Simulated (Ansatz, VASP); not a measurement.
# One calculation of Ni, two programs

```
Ni
1.0
     2.32652    0.00000    0.00000
     0.00000    2.32652    0.00000
     0.00000    0.00000    2.32652
Ni
1
Direct
  0.00000 0.00000 0.00000
```

Alike in both runs: functional PBE; k mesh 14 × 14 × 14; occupations fermi-dirac, width 0.1 eV; no spin polarisation.

Ansatz relaxed the structure, and its values are those at the end. VASP's run is a single point on that final structure, the one shown.

|  | VASP | Ansatz |
| --- | --- | --- |
| version | VASP 6.6.1 | Ansatz 0.2.0 |
| potentials or method | VASP PAW PBE potentials, release 64 (Ni), cutoff 520 eV | plane waves (420 eV) with PAW, scalar-relativistic |
| valence electrons in the cell | 10 | 18 |

|  | VASP | Ansatz | Ansatz less VASP |
| --- | --- | --- | --- |
| pressure (GPa) | 0.0 | 0.0 | +0.06 |

VASP's potentials hold 10 valence electrons a cell and Ansatz's 18, so a difference there can come from the potentials and not from the codes.
